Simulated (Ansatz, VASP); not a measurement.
One calculation of Mo, two programs

File INCAR:

```
SYSTEM = Mo
PREC = Accurate
ENCUT = 600
EDIFF = 1E-6
ISMEAR = -1
SIGMA = 0.1
LREAL = .False.
LASPH = .True.
NELM = 60
ALGO = Normal
ISIF = 3
LWAVE = .False.
LCHARG = .False.
GGA = RP
IBRION = 2
NSW = 80
EDIFFG = -0.01
```

Contents of KPOINTS:

```
Automatic mesh
0
Gamma
  14 14 14
  0 0 0
```

The input POSCAR:

```
Mo
1.0
    0.0000000000      1.9826747602      1.9826747602
    1.9826747602      0.0000000000      1.9826747602
    1.9826747602      1.9826747602      0.0000000000
Mo
1
Direct
    0.0000000000      0.0000000000      0.0000000000
```

Input for Ansatz:

```yaml
crystal:
  lattice:
    - [0.0, 1.9826747602, 1.9826747602]
    - [1.9826747602, 0.0, 1.9826747602]
    - [1.9826747602, 1.9826747602, 0.0]
  atoms:
    - { symbol: Mo, position: [0.0, 0.0, 0.0] }
hamiltonian:
  xc: rpbe
  pseudopotentials:
    kind: paw
    azcp:
      Mo: "pseudopotentials/Mo.paw.azcp"
basis:
  ecutwfc: 420
  fft_grid_basis: typed
kpoints:
  mp_grid: { grid: [14, 14, 14], shift: [0, 0, 0] }
magnetization:
  spin_polarized: false
scf:
  occupations: { method: fermi_dirac, width: 0.1 }
relax:
  max_steps: 60
  f_tol: 0.01
  cell: {}
```

Alike in both runs: task relaxation of cell and atoms; functional RPBE; k mesh 14 × 14 × 14; occupations fermi-dirac, width 0.1 eV; no spin polarisation.

```csv
,VASP,Ansatz
version,VASP 6.6.1,Ansatz 0.2.0
potentials or method,"VASP PAW PBE potentials, release 64 (Mo_sv), cutoff 600 eV","plane waves (420 eV) with PAW, scalar-relativistic"
valence electrons in the cell,14,14
```

|  | VASP | Ansatz | Ansatz less VASP |
| --- | --- | --- | --- |
| relaxed volume (Å³/atom) | 16.29 | 16.27 | -0.024 |
| relaxed cell length with the largest relative difference (Å) | 2.846 | 2.844 | -0.0014 |

VASP's potentials were made for PBE, not for RPBE.
